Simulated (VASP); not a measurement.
Set up this calculation in VASP 6.6.1, as the native input.

```
Task                   : single point
Functional             : RPBE
Dispersion             : D3(BJ)
Potentials or basis    : VASP PAW PBE potentials, release 64 (Co, O)
Cutoff                 : 520 eV
k mesh                 : 11 × 11 × 11
Occupations            : fermi-dirac, width 0.1 eV
Spin                   : collinear spin, ferromagnetic start
Starting moments       : [2.0, 0.0] μB
Hubbard terms          : Co d U = 5.3 eV
Dipole correction      : no
Further INCAR settings : ALGO = Normal; EDIFF = 1e-06; NBANDS = 18
```

The structure of CoO lies in POSCAR:

```
CoO
1.0
    0.0000000000      2.1315000000      2.1315000000
    2.1315000000      0.0000000000      2.1315000000
    2.1315000000      2.1315000000      0.0000000000
Co O
1 1
Direct
    0.0000000000      0.0000000000      0.0000000000
    0.5000000000      0.5000000000      0.5000000000
```

One way to write it, as run:

INCAR

```
PREC = Accurate
ENCUT = 520
EDIFF = 1E-6
ISMEAR = -1
SIGMA = 0.1
LREAL = False
LASPH = True
NELM = 150
ALGO = Normal
ISIF = 2
LWAVE = False
LCHARG = False
ISPIN = 2
MAGMOM = 2 0
LORBIT = 11
LMAXMIX = 4
LDAU = True
LDAUTYPE = 2
LDAUL = 2 -1
LDAUU = 5.3 0
LDAUJ = 0 0
LDAUPRINT = 1
GGA = RP
IVDW = 12
NBANDS = 18
```

KPOINTS

```
Automatic mesh
0
Gamma
  11 11 11
```

Potentials or basis: VASP PAW PBE potentials, release 64 (Co, O).

Run with:

```sh
$ cat potpaw_PBE.64/Co/POTCAR potpaw_PBE.64/O/POTCAR > POTCAR
$ mpirun -np 1 vasp_std > vasp.out
```

Results of the run:

```yaml
Pressure: -16.5 GPa
Band_gap_on_the_k_mesh: zero (filled and empty bands overlap)
Net_moment: 2.99 μB per cell
Site_moments: Co +2.78; O +0.22 μB
Valence_electrons_inside_the_program's_atomic_spheres: Co 7.81; O 5.02
Dispersion_energy_per_atom: -1.115 eV
```

Caveat: the PAW data sets were made with another functional, which shifts forces and pressure a little; a cell with one magnetic atom can't hold antiferromagnetic order, which such compounds often take; pairwise dispersion overbinds metals, which lowers pressure and volume.

Wall time 47 s on 1 thread of Intel Xeon 8259CL (shared host), peak memory 0.18 GiB.
